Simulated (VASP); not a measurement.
# InP (F-43m) in VASP: notebook

Runs on InP. Level: LDA. Tasks: single point.

Everything below comes from runs of VASP 6.6.1. Logs are shortened: lines on timing, memory, paths and dates and some standing lists are left out, and cuts for length are marked.

### Step 1. The cell of the first run

Symmetry: F-43m, No. 216, cubic system. Conventional cell: a = 5.741 Å, b = 5.741 Å, c = 5.741 Å, α = 90.00°, β = 90.00°, γ = 90.00°. In (site symmetry -43m) has 4 P at 2.49 Å within 3.3 Å. Within 3.3 Å of P (site symmetry -43m) lie 4 In at 2.49 Å.

### Step 2. Single point, LDA, non-collinear spin, zero start, spin-orbit coupling

Contents of INCAR:

```
SYSTEM = InP
ALGO = Normal
EDIFF = 1E-7
ENCUT = 520
GGA = CA
GGA_COMPAT = .FALSE.
ISIF = 2
ISMEAR = -1
LASPH = .TRUE.
LCHARG = .TRUE.
LORBIT = 11
LORBMOM = .TRUE.
LREAL = .FALSE.
LSORBIT = .TRUE.
LVHAR = .TRUE.
LWAVE = .FALSE.
MAGMOM = 0 0 0 0 0 0
NBANDS = 30
NELM = 150
PREC = Accurate
SIGMA = 0.05
```

Contents of KPOINTS:

```
k-points
0
G
  8 8 8
  0 0 0
```

Contents of POSCAR:

```
InP
1.0
    0.0000000000      2.8706770916      2.8706770916
    2.8706770916      0.0000000000      2.8706770916
    2.8706770916      2.8706770916      0.0000000000
In P
1 1
Direct
    0.0000000000      0.0000000000      0.0000000000
    0.7500000000      0.7500000000      0.7500000000
```

Potentials or basis: VASP PAW LDA potentials, release 64 (In_d, P).

The run is started by

```console
$ cat potpaw_LDA.64/In_d/POTCAR potpaw_LDA.64/P/POTCAR > POTCAR
$ mpirun -np 1 vasp_ncl > vasp.out
```

OUTCAR:

```text
SYSTEM = InP
   EDIFF = 1E-7
   ENCUT = 520
   GGA = CA
   ISIF = 2
   ISMEAR = -1
   LASPH = .TRUE.
   LORBIT = 11
   LREAL = .FALSE.
   LSORBIT = .TRUE.
   NELM = 150
   PREC = Accurate

 ion  position               nearest neighbor table
   1  0.000  0.000  0.000-   2 2.49   2 2.49   2 2.49   2 2.49
   2  0.750  0.750  0.750-   1 2.49   1 2.49   1 2.49   1 2.49

  LATTYP: Found a face centered cubic cell.
 ALAT       =     5.7413541832

  Lattice vectors:

 A1 = (   0.0000000000,   2.8706770916,   2.8706770916)
 A2 = (   2.8706770916,   0.0000000000,   2.8706770916)
 A3 = (   2.8706770916,   2.8706770916,   0.0000000000)

Analysis of symmetry for initial positions (statically):
=====================================================================
 Subroutine PRICEL returns:
 Original cell was already a primitive cell.

 Routine SETGRP: Setting up the symmetry group for a
 face centered cubic supercell.

 Subroutine GETGRP returns: Found 24 space group operations
 (whereof 24 operations were pure point group operations)
 out of a pool of 48 trial point group operations.

The static configuration has the point symmetry T_d .

Analysis of symmetry for dynamics (positions and initial velocities):
=====================================================================
 Subroutine PRICEL returns:
 Original cell was already a primitive cell.

 Routine SETGRP: Setting up the symmetry group for a
 face centered cubic supercell.

 Subroutine GETGRP returns: Found 24 space group operations
 (whereof 24 operations were pure point group operations)
 out of a pool of 48 trial point group operations.

The dynamic configuration has the point symmetry T_d .

Analysis of structural, dynamic, and magnetic symmetry:
=====================================================================
 Subroutine PRICEL returns:
 Original cell was already a primitive cell.

 Routine SETGRP: Setting up the symmetry group for a
 face centered cubic supercell.

 Subroutine GETGRP returns: Found 24 space group operations
 (whereof 24 operations were pure point group operations)
 out of a pool of 48 trial point group operations.

The overall configuration has the point symmetry T_d .

 Subroutine INISYM returns: Found 24 space group operations
 (whereof 24 operations are pure point group operations),
 and found     1 'primitive' translations

----------------------------------------------------------------------------------------

                                     Primitive cell
[... 965 lines left out ...]
 -----------------------------------------------------------------------------------
    total drift:                                0.000000      0.000000      0.000000

  FREE ENERGIE OF THE ION-ELECTRON SYSTEM (eV)
  ---------------------------------------------------
  free  energy   TOTEN  =        -9.6876410215 eV

  energy  without entropy=       -9.6876393837  energy(sigma->0) =       -9.68764020

 orbital moment (x)

 # of ion     p       d       tot
 ----------------------------------------
  1         0.000  -0.000   0.000
  2        -0.000   0.000  -0.000
 ----------------------------------------
            0.000  -0.000   0.000

 orbital moment (y)

 # of ion     p       d       tot
 ----------------------------------------
  1         0.000  -0.000   0.000
  2        -0.000   0.000  -0.000
 ----------------------------------------
            0.000  -0.000   0.000

 orbital moment (z)

 # of ion     p       d       tot
 ----------------------------------------
  1         0.000  -0.000  -0.000
  2         0.000   0.000   0.000
 ----------------------------------------
            0.000  -0.000  -0.000

 Spin-Orbit-Coupling matrix elements

 Ion:    1  E_soc:     -0.0774838
 l=   1
     0.0000000    -0.0061141    -0.0061141
    -0.0061141     0.0000000    -0.0061141
    -0.0061141    -0.0061141     0.0000000
 l=   2
     0.0000000    -0.0013975     0.0000000    -0.0013975    -0.0054023
    -0.0013975     0.0000000    -0.0040517    -0.0013975    -0.0013506
     0.0000000    -0.0040517     0.0000000    -0.0040517     0.0000000
    -0.0013975    -0.0013975    -0.0040517     0.0000000    -0.0013506
    -0.0054023    -0.0013506     0.0000000    -0.0013506     0.0000000
 l=   3
     0.0000000     0.0000000     0.0000000     0.0000000     0.0000000     0.0000000     0.0000000
     0.0000000     0.0000000     0.0000000     0.0000000     0.0000000     0.0000000     0.0000000
     0.0000000     0.0000000     0.0000000     0.0000000     0.0000000     0.0000000     0.0000000
     0.0000000     0.0000000     0.0000000     0.0000000     0.0000000     0.0000000     0.0000000
     0.0000000     0.0000000     0.0000000     0.0000000     0.0000000     0.0000000     0.0000000
     0.0000000     0.0000000     0.0000000     0.0000000     0.0000000     0.0000000     0.0000000
     0.0000000     0.0000000     0.0000000     0.0000000     0.0000000     0.0000000     0.0000000

 Ion:    2  E_soc:     -0.0011767
 l=   1
     0.0000000    -0.0001961    -0.0001961
    -0.0001961     0.0000000    -0.0001961
    -0.0001961    -0.0001961     0.0000000
 l=   2
     0.0000000     0.0000000     0.0000000     0.0000000     0.0000000
     0.0000000     0.0000000     0.0000000     0.0000000     0.0000000
     0.0000000     0.0000000     0.0000000     0.0000000     0.0000000
     0.0000000     0.0000000     0.0000000     0.0000000     0.0000000
     0.0000000     0.0000000     0.0000000     0.0000000     0.0000000
 l=   3
     0.0000000     0.0000000     0.0000000     0.0000000     0.0000000     0.0000000     0.0000000
     0.0000000     0.0000000     0.0000000     0.0000000     0.0000000     0.0000000     0.0000000
     0.0000000     0.0000000     0.0000000     0.0000000     0.0000000     0.0000000     0.0000000
     0.0000000     0.0000000     0.0000000     0.0000000     0.0000000     0.0000000     0.0000000
     0.0000000     0.0000000     0.0000000     0.0000000     0.0000000     0.0000000     0.0000000
     0.0000000     0.0000000     0.0000000     0.0000000     0.0000000     0.0000000     0.0000000
     0.0000000     0.0000000     0.0000000     0.0000000     0.0000000     0.0000000     0.0000000

 total charge

# of ion       s       p       d       tot
------------------------------------------
    1        0.849   0.854   9.906  11.609
    2        1.030   1.522   0.000   2.552
--------------------------------------------------
tot          1.880   2.375   9.906  14.162

 magnetization (x)

# of ion       s       p       d       tot
------------------------------------------
    1        0.000  -0.000   0.000  -0.000
    2        0.000   0.000   0.000   0.000
--------------------------------------------------
tot          0.000   0.000   0.000   0.000

 magnetization (y)

# of ion       s       p       d       tot
------------------------------------------
    1        0.000   0.000   0.000   0.000
    2        0.000   0.000   0.000   0.000
--------------------------------------------------
tot          0.000   0.000   0.000   0.000

 magnetization (z)

# of ion       s       p       d       tot
------------------------------------------
    1        0.000   0.000   0.000   0.000
    2       -0.000  -0.000   0.000  -0.000
--------------------------------------------------
tot         -0.000   0.000   0.000  -0.000
```

Wall time 82 s (1 thread of AMD EPYC 9R45 (Zen 5), shared host); peak memory 0.25 GiB.

What came out:

```
Free energy                                           : -9.6876 eV
Pressure                                              : 3.5 GPa
Net moment                                            : 0.00 μB per cell
Valence electrons inside the program's atomic spheres : In 11.61; P 2.55
```

Moments on the atoms (μB; x, y, z):
```
In  0.00 0.00 0.00
P   0.00 0.00 0.00
```

Caveat: the cell stands under pressure.

### Step 3. Single point, LDA, non-collinear spin, zero start, spin-orbit coupling

This run uses another cell than the first one, of 24.16 Å³/atom.

Contents of INCAR:

```
SYSTEM = InP
ALGO = Normal
EDIFF = 1E-6
ENCUT = 520
GGA_COMPAT = .FALSE.
ISIF = 2
ISMEAR = -1
LASPH = .TRUE.
LCHARG = .FALSE.
LORBIT = 11
LORBMOM = .TRUE.
LREAL = .FALSE.
LSORBIT = .TRUE.
LWAVE = .FALSE.
MAGMOM = 0 0 0 0 0 0
NBANDS = 30
NELM = 150
PREC = Accurate
SIGMA = 0.05
```

KPOINTS is that of step 2.

Contents of POSCAR:

```
InP
1.0
    0.0000000000      2.8908937935      2.8908937935
    2.8908937935      0.0000000000      2.8908937935
    2.8908937935      2.8908937935      0.0000000000
In P
1 1
Direct
    0.0000000000      0.0000000000      0.0000000000
    0.7500000000      0.7500000000      0.7500000000
```

Potentials or basis: VASP PAW LDA potentials, release 64 (In_d, P).

The run is started by

```console
$ cat potpaw_LDA.64/In_d/POTCAR potpaw_LDA.64/P/POTCAR > POTCAR
$ mpirun -np 1 vasp_ncl > vasp.out
```

Run time: 73 s. Hardware: 1 thread of AMD EPYC 9R45 (Zen 5), shared host; peak memory 0.24 GiB.

The run converged. Its results:

| Quantity | Value |
| --- | --- |
| Free energy | -9.7042 eV |
| Pressure | 1.7 GPa |
| Net moment | 0.00 μB per cell |
| Valence electrons inside the program's atomic spheres | In 11.58; P 2.54 |

Moments on the atoms (μB; x, y, z):
```
In  0.00 0.00 0.00
P   0.00 0.00 0.00
```

### Step 4. Single point, LDA, non-collinear spin, zero start, spin-orbit coupling

This run uses another cell than the first one, of 24.66 Å³/atom.

Contents of INCAR:

```
ALGO     = Normal         # electronic algorithm
EDIFF    = 1E-7           # SCF threshold, eV
ENCUT    = 520            # plane-wave cutoff, eV
GGA      = CA             # functional
GGA_COMPAT= F            
ISIF     = 2              # what is computed and relaxed
ISMEAR   = -1             # smearing method
LASPH    = T              # aspherical terms in the spheres
LCHARG   = F              # write CHGCAR
LORBIT   = 11             # projections on sites
LORBMOM  = T            
LREAL    = F              # projectors in reciprocal space
LSORBIT  = T              # spin-orbit coupling
LWAVE    = F              # write WAVECAR
MAGMOM   = 0 0 0 0 0 0    # initial moments
NBANDS   = 30             # bands
NELM     = 150            # most SCF steps
PREC     = Accurate       # precision mode
SIGMA    = 0.05           # smearing width, eV
```

Contents of KPOINTS:

```
k-points
0
Gamma
  8 8 8
```

Contents of POSCAR:

```
InP
1.0
    0.0000000000      2.9108316221      2.9108316221
    2.9108316221      0.0000000000      2.9108316221
    2.9108316221      2.9108316221      0.0000000000
In P
1 1
Direct
    0.0000000000      0.0000000000      0.0000000000
    0.7500000000      0.7500000000      0.7500000000
```

The run is started by

```console
$ cat potpaw_LDA.64/In_d/POTCAR potpaw_LDA.64/P/POTCAR > POTCAR
$ mpirun -np 1 vasp_ncl > vasp.out
```

It took 90 s on 1 thread of AMD EPYC 9R45 (Zen 5), shared host; peak memory 0.26 GiB.

It converged, with:

```yaml
Free_energy: -9.7103 eV
Pressure: 0.2 GPa
Net_moment: 0.00 μB per cell
Valence_electrons_inside_the_program's_atomic_spheres: In 11.55; P 2.53
```

Moments on the atoms (μB; x, y, z):
```
In  0.00 0.00 0.00
P   0.00 0.00 0.00
```

### Step 5. Single point, LDA, non-collinear spin, zero start, spin-orbit coupling

This run uses another cell than the first one, of 25.17 Å³/atom.

Contents of INCAR:

```
PREC     = Accurate       # precision mode
ENCUT    = 520            # plane-wave cutoff, eV
EDIFF    = 1E-6           # SCF threshold, eV
ISMEAR   = -1             # smearing method
SIGMA    = 0.05           # smearing width, eV
LREAL    = False          # projectors in reciprocal space
LASPH    = True           # aspherical terms in the spheres
NELM     = 150            # most SCF steps
ALGO     = Normal         # electronic algorithm
ISIF     = 2              # what is computed and relaxed
LWAVE    = False          # write WAVECAR
LCHARG   = False          # write CHGCAR
MAGMOM   = 0 0 0 0 0 0    # initial moments
LORBIT   = 11             # projections on sites
LSORBIT  = True           # spin-orbit coupling
GGA_COMPAT= False        
LORBMOM  = True         
NBANDS   = 30             # bands
```

Contents of KPOINTS:

```
Automatic mesh
0
Gamma
  8 8 8
```

Contents of POSCAR:

```
InP
1.0
    0.0000000000      2.9305000000      2.9305000000
    2.9305000000      0.0000000000      2.9305000000
    2.9305000000      2.9305000000      0.0000000000
In P
1 1
Direct
    0.0000000000      0.0000000000      0.0000000000
    0.7500000000      0.7500000000      0.7500000000
```

Potentials or basis: VASP PAW LDA potentials, release 64 (In_d, P).

The run is started by

```console
$ cat potpaw_LDA.64/In_d/POTCAR potpaw_LDA.64/P/POTCAR > POTCAR
$ mpirun -np 1 vasp_ncl > vasp.out
```

OUTCAR:

```text
PREC = Accurate
   ENCUT = 520
   EDIFF = 1E-6
   ISMEAR = -1
   LREAL = False
   LASPH = True
   NELM = 150
   ISIF = 2
   LORBIT = 11
   LSORBIT = True

 ion  position               nearest neighbor table
   1  0.000  0.000  0.000-   2 2.54   2 2.54   2 2.54   2 2.54
   2  0.750  0.750  0.750-   1 2.54   1 2.54   1 2.54   1 2.54

  LATTYP: Found a face centered cubic cell.
 ALAT       =     5.8610000000

  Lattice vectors:

 A1 = (   0.0000000000,   2.9305000000,   2.9305000000)
 A2 = (   2.9305000000,   0.0000000000,   2.9305000000)
 A3 = (   2.9305000000,   2.9305000000,   0.0000000000)

Analysis of symmetry for initial positions (statically):
=====================================================================
 Subroutine PRICEL returns:
 Original cell was already a primitive cell.

 Routine SETGRP: Setting up the symmetry group for a
 face centered cubic supercell.

 Subroutine GETGRP returns: Found 24 space group operations
 (whereof 24 operations were pure point group operations)
 out of a pool of 48 trial point group operations.
[... 1056 lines left out ...]
     0.0000000     0.0000000     0.0000000     0.0000000     0.0000000     0.0000000     0.0000000
     0.0000000     0.0000000     0.0000000     0.0000000     0.0000000     0.0000000     0.0000000
     0.0000000     0.0000000     0.0000000     0.0000000     0.0000000     0.0000000     0.0000000
     0.0000000     0.0000000     0.0000000     0.0000000     0.0000000     0.0000000     0.0000000
     0.0000000     0.0000000     0.0000000     0.0000000     0.0000000     0.0000000     0.0000000
     0.0000000     0.0000000     0.0000000     0.0000000     0.0000000     0.0000000     0.0000000

 Ion:    2  E_soc:     -0.0011927
 l=   1
     0.0000000    -0.0001988    -0.0001988
    -0.0001988     0.0000000    -0.0001988
    -0.0001988    -0.0001988     0.0000000
 l=   2
     0.0000000     0.0000000     0.0000000     0.0000000     0.0000000
     0.0000000     0.0000000     0.0000000     0.0000000     0.0000000
     0.0000000     0.0000000     0.0000000     0.0000000     0.0000000
     0.0000000     0.0000000     0.0000000     0.0000000     0.0000000
     0.0000000     0.0000000     0.0000000     0.0000000     0.0000000
 l=   3
     0.0000000     0.0000000     0.0000000     0.0000000     0.0000000     0.0000000     0.0000000
     0.0000000     0.0000000     0.0000000     0.0000000     0.0000000     0.0000000     0.0000000
     0.0000000     0.0000000     0.0000000     0.0000000     0.0000000     0.0000000     0.0000000
     0.0000000     0.0000000     0.0000000     0.0000000     0.0000000     0.0000000     0.0000000
     0.0000000     0.0000000     0.0000000     0.0000000     0.0000000     0.0000000     0.0000000
     0.0000000     0.0000000     0.0000000     0.0000000     0.0000000     0.0000000     0.0000000
     0.0000000     0.0000000     0.0000000     0.0000000     0.0000000     0.0000000     0.0000000

 total charge

# of ion       s       p       d       tot
------------------------------------------
    1        0.845   0.785   9.896  11.526
    2        1.035   1.483   0.000   2.518
--------------------------------------------------
tot          1.880   2.268   9.896  14.044

 magnetization (x)

# of ion       s       p       d       tot
------------------------------------------
    1       -0.000  -0.000   0.000  -0.000
    2       -0.000   0.000   0.000  -0.000
--------------------------------------------------
tot         -0.000  -0.000   0.000  -0.000

 magnetization (y)

# of ion       s       p       d       tot
------------------------------------------
    1        0.000   0.000   0.000   0.000
    2        0.000   0.000   0.000   0.000
--------------------------------------------------
tot          0.000   0.000   0.000   0.000

 magnetization (z)

# of ion       s       p       d       tot
------------------------------------------
    1       -0.000  -0.000  -0.000  -0.000
    2        0.000  -0.000   0.000   0.000
--------------------------------------------------
tot          0.000  -0.000  -0.000  -0.000
```

OSZICAR:

```text
N       E                     dE             d eps       ncg     rms          rms(c)
DAV:   1     0.157861416528E+03    0.15786E+03   -0.79902E+03  2588   0.138E+03
DAV:   2     0.809427267913E+01   -0.14977E+03   -0.14233E+03  2602   0.368E+02
DAV:   3    -0.929715318185E+01   -0.17391E+02   -0.17077E+02  3172   0.130E+02
DAV:   4    -0.100971200485E+02   -0.79997E+00   -0.79781E+00  3100   0.277E+01
DAV:   5    -0.101398479659E+02   -0.42728E-01   -0.42721E-01  3950   0.620E+00    0.589E+00
DAV:   6    -0.974933262400E+01    0.39052E+00   -0.49636E-01  3694   0.136E+01    0.341E+00
DAV:   7    -0.971376273413E+01    0.35570E-01   -0.21706E-01  4006   0.348E+00    0.130E+00
DAV:   8    -0.970794737114E+01    0.58154E-02   -0.17145E-02  4032   0.175E+00    0.777E-01
DAV:   9    -0.970733924183E+01    0.60813E-03   -0.17192E-03  3066   0.272E-01    0.237E-01
DAV:  10    -0.970724674260E+01    0.92499E-04   -0.77820E-04  3706   0.510E-01    0.125E-01
DAV:  11    -0.970722951518E+01    0.17227E-04   -0.16664E-04  4010   0.199E-01    0.301E-02
DAV:  12    -0.970723072351E+01   -0.12083E-05   -0.20968E-05  3302   0.354E-02    0.235E-02
DAV:  13    -0.970723046995E+01    0.25356E-06   -0.11951E-06  2722   0.834E-03
   1 F= -.97072305E+01 E0= -.97072153E+01  d E =-.303895E-04  mag=    -0.0000     0.0000    -0.0000
```

Wall time 84 s (1 thread of AMD EPYC 9R45 (Zen 5), shared host); peak memory 0.26 GiB.

Results:

| Property | Result |
| --- | --- |
| Free energy | -9.7072 eV |
| Pressure | -1.2 GPa |
| Net moment | 0.00 μB per cell |
| Valence electrons inside the program's atomic spheres | In 11.53; P 2.52 |

Moments on the atoms (μB; x, y, z):
```
In  0.00 0.00 0.00
P   0.00 0.00 0.00
```

### Step 6. Single point, LDA, non-collinear spin, zero start, spin-orbit coupling

This run uses another cell than the first one, of 25.67 Å³/atom.

Contents of INCAR:

```
SYSTEM = InP
ALGO = Normal
EDIFF = 1E-7
ENCUT = 520
GGA = CA
GGA_COMPAT = .FALSE.
ISIF = 2
ISMEAR = -1
LASPH = .TRUE.
LCHARG = .FALSE.
LORBIT = 11
LORBMOM = .TRUE.
LREAL = .FALSE.
LSORBIT = .TRUE.
LWAVE = .FALSE.
MAGMOM = 0 0 0 0 0 0
NBANDS = 30
NELM = 150
PREC = Accurate
SIGMA = 0.05
```

Contents of KPOINTS:

```
k-points
0
G
  8 8 8
  0 0 0
```

Contents of POSCAR:

```
InP
1.0
    0.0000000000      2.9499078504      2.9499078504
    2.9499078504      0.0000000000      2.9499078504
    2.9499078504      2.9499078504      0.0000000000
In P
1 1
Direct
    0.0000000000      0.0000000000      0.0000000000
    0.7500000000      0.7500000000      0.7500000000
```

Potentials or basis: VASP PAW LDA potentials, release 64 (In_d, P).

The run is started by

```console
$ cat potpaw_LDA.64/In_d/POTCAR potpaw_LDA.64/P/POTCAR > POTCAR
$ mpirun -np 1 vasp_ncl > vasp.out
```

Run time: 86 s. Hardware: 1 thread of AMD EPYC 9R45 (Zen 5), shared host; peak memory 0.25 GiB.

The run converged. Its results:

```
Free energy                                           : -9.6958 eV
Pressure                                              : -2.5 GPa
Net moment                                            : 0.00 μB per cell
Valence electrons inside the program's atomic spheres : In 11.50; P 2.51
```

Moments on the atoms (μB; x, y, z):
```
In  0.00 0.00 0.00
P   0.00 0.00 0.00
```

### Step 7. Overview

```tsv
cell	pressure (GPa)	moment (μB)
a = 4.060 Å, angles 60.0°, 2 atoms	3.5	0.00
a = 4.088 Å, angles 60.0°, 2 atoms	1.7	0.00
a = 4.117 Å, angles 60.0°, 2 atoms	0.2	0.00
a = 4.144 Å, angles 60.0°, 2 atoms	-1.2	0.00
a = 4.172 Å, angles 60.0°, 2 atoms	-2.5	0.00
```

Alike in all rows: task single point; level LDA; potentials or basis VASP PAW LDA potentials, release 64 (In_d, P); spin non-collinear, zero start, SOC; k mesh 8 × 8 × 8; cutoff (eV) 520; smearing fermi-dirac 0.05 eV.

Caveats: the cell stands under pressure (at least some runs).

Absolute energies hang on the potentials; compare differences alone.
